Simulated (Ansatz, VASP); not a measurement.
## One calculation of Sc5Al, two programs

```
CELL_PARAMETERS angstrom
3.24257 0.00000 0.00000
-1.62129 2.80815 0.00000
0.00000 0.00000 15.39491
ATOMIC_POSITIONS crystal
Sc 0.00000 0.00000 0.00000
Sc 0.33333 0.66667 0.82669
Sc 0.66667 0.33333 0.65113
Sc 0.33333 0.66667 0.34887
Sc 0.66667 0.33333 0.17331
Al 0.00000 0.00000 0.50000
```

Alike in both runs: functional PBE; k mesh 12 × 12 × 4; occupations gaussian, width 0.1 eV; no spin polarisation.

Ansatz relaxed the structure, and its values are those at the end. VASP's run is a single point on that final structure, the one shown.

|  | VASP | Ansatz |
| --- | --- | --- |
| version | VASP 6.6.1 | Ansatz 0.2.0 |
| potentials or method | VASP PAW PBE potentials, release 64 (Sc_sv, Al), cutoff 520 eV | scalar-relativistic, plane waves, PAW |
| valence electrons in the cell | 58 | 58 |

```csv
,VASP,Ansatz,Ansatz less VASP
gap on the k mesh at the Fermi level (eV),none,none,-
pressure (GPa),0.0,0.0,-0.04
```

A gap of «none» marks a metal or a gap that the smearing closes.
